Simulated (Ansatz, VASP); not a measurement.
# One calculation of HfC, two programs

```xyz
2
Lattice="0.0000 2.3203 2.3203 2.3203 0.0000 2.3203 2.3203 2.3203 0.0000" Properties=species:S:1:pos:R:3 pbc="T T T"
Hf    2.3203    2.3203    2.3203
C     0.0000    0.0000    0.0000
```

Alike in both runs: task single point; functional r2SCAN; k mesh 12 × 12 × 12; occupations fermi-dirac, width 0.01 eV; no spin polarisation.

|  | VASP | Ansatz |
| --- | --- | --- |
| version | VASP 6.6.1 | Ansatz 0.2.0 |
| potentials or method | VASP PAW PBE potentials, release 64 (Hf_pv, C), cutoff 520 eV | scalar-relativistic, plane waves, PAW |
| valence electrons in the cell | 14 | 30 |

Ansatz gave:

- pressure (GPa): 0.0

Task: Which values does VASP return?

Result: Pressure (GPa): -1.1.

VASP's potentials were made for PBE, not for r2SCAN. The functional is the same, so the differences come from potentials, cutoffs and numerics. VASP's potentials hold 14 valence electrons a cell and Ansatz's 30, so a difference there can come from the potentials and not from the codes.

Spin-orbit coupling is off throughout.
